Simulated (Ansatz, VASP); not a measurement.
# PbS: VASP beside Ansatz

```
Pb S
1.0
     3.60428    0.00000    0.00000
     0.00000    3.60428    0.00000
     0.00000    0.00000    3.60428
Pb S
1 1
Direct
  0.00000 0.00000 0.00000
  0.50000 0.50000 0.50000
```

Alike in both runs: task single point; functional HSE06; k mesh 4 × 4 × 4; occupations fermi-dirac, width 0.05 eV; no spin polarisation.

|  | VASP | Ansatz |
| --- | --- | --- |
| version | VASP 6.6.1 | Ansatz 0.2.0 |
| potentials or method | VASP PAW PBE potentials, release 64 (Pb_d, S) | Ansatz PAW |
| plane-wave cutoff (eV) | 520 | 420 |
| valence electrons in the cell | 20 | 20 |

VASP gave:

| Quantity | Value |
| --- | --- |
| gap on the k mesh at the Fermi level (eV) | none |
| pressure (GPa) | -0.1 |

Task: Which values does Ansatz return?

Result: gap on the k mesh at the Fermi level (eV): none; pressure (GPa): 0.0.

A gap of «none» marks a metal or a gap that the smearing closes.

The k mesh is coarse, so the values compare programs but aren't converged. Neither program's run includes spin-orbit coupling.
